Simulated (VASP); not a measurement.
C: single point with LDA

The system is C.

```xyz
8
Lattice="2.5186 0.0000 0.0000 -1.2593 2.1812 0.0000 0.0000 0.0000 8.0229" Properties=species:S:1:pos:R:3 pbc="T T T"
C     0.0000    0.0000    0.7691
C     0.0000    0.0000    4.7805
C     0.0000    0.0000    3.2424
C     0.0000    0.0000    7.2538
C     0.0000    1.4541    1.2297
C     1.2593    0.7271    5.2411
C     0.0000    1.4541    2.7817
C     1.2593    0.7271    6.7932
```

This cell differs from its parent crystal: atoms displaced along a vibrational mode, the cell strained.

```
Program                : VASP 6.6.1
Task                   : single point
Functional             : LDA
Potentials or basis    : VASP PAW LDA potentials, release 64 (C)
Cutoff                 : 520 eV
k mesh                 : 12 × 12 × 4
Occupations            : gaussian, width 0.05 eV
Spin                   : no spin polarisation
Dipole correction      : no
Further INCAR settings : ALGO = Normal; EDIFF = 1e-07; NBANDS = 26
```

| Item | Value |
| --- | --- |
| Pressure | 2.5 GPa |
| Largest force | 1.671 eV/Å |
| Band gap on the k mesh | 3.59 eV (least direct gap 4.74 eV) |

Forces on the atoms (eV/Å):
```
C    0.000  0.000 -1.671
C    0.000  0.000 -1.671
C    0.000  0.000  1.671
C    0.000  0.000  1.671
C    0.000  0.000  1.195
C    0.000  0.000  1.195
C    0.000  0.000 -1.195
C    0.000  0.000 -1.195
```

Stress tensor (GPa, compression positive):
```
-11.20   0.00   0.00
  0.00 -11.20   0.00
  0.00   0.00  29.76
```

Levels at points of the mesh, in eV from the valence-band top:
```csv
k point,band 13,band 14,band 15,band 16,band 17,band 18,band 19,band 20
"(0.00, 0.00, 0.00)",-2.57,-0.81,-0.81,0.00,4.74,4.74,5.20,6.39
"(0.50, 0.00, 0.00)",-5.85,-4.70,-3.83,-3.69,3.59,5.04,5.14,5.71
"(0.00, 0.00, 0.50)",-1.48,-1.48,-1.48,-1.48,5.49,5.49,5.49,5.49
"(0.50, 0.00, 0.50)",-4.93,-4.93,-4.45,-4.45,3.95,3.95,6.68,6.68
```

Wall time 35 s on 1 thread of Intel(R) Xeon(R) Platinum 8488C (Sapphire Rapids), with other jobs on the host, peak memory 0.16 GiB.

Caveat: the cell differs from its parent crystal (atoms displaced along a vibrational mode, the cell strained); forces of over 1 eV/Å act on the atoms, so gaps and moduli don't describe the material at rest. A k mesh can miss the band edges.
